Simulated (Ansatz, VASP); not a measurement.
Cd2Ga: VASP beside Ansatz

```
CELL_PARAMETERS angstrom
-2.18849 2.18849 3.58934
2.18849 -2.18849 3.58934
2.18849 2.18849 -3.58934
ATOMIC_POSITIONS crystal
Cd 0.59300 0.59300 0.00000
Cd 0.40700 0.40700 0.00000
Ga 0.00000 0.00000 0.00000
```

Alike in both runs: task single point; functional r2SCAN; k mesh 6 × 6 × 6; occupations gaussian, width 0.1 eV; no spin polarisation.

|  | VASP | Ansatz |
| --- | --- | --- |
| version | VASP 6.6.1 | Ansatz 0.2.0 |
| potentials or method | VASP PAW PBE potentials, release 64 (Cd, Ga_d), cutoff 520 eV | scalar-relativistic, plane waves, PAW |
| valence electrons in the cell | 37 | 53 |

Ansatz gave:

| Property | Result |
| --- | --- |
| gap on the k mesh at the Fermi level (eV) | none |
| rms of the force components (eV/Å) | 159.441 |

**Question.** What did VASP give for the same quantities?

**Answer.** gap on the k mesh at the Fermi level (eV): none; rms of the force components (eV/Å): 99.299.

VASP's potentials were made for PBE, not for r2SCAN. Atom by atom the forces differ by 60.142 eV/Å (rms over components). A gap of «none» marks a metal or a gap that the smearing closes. VASP's potentials hold 37 valence electrons a cell and Ansatz's 53, so a difference there can come from the potentials and not from the codes.
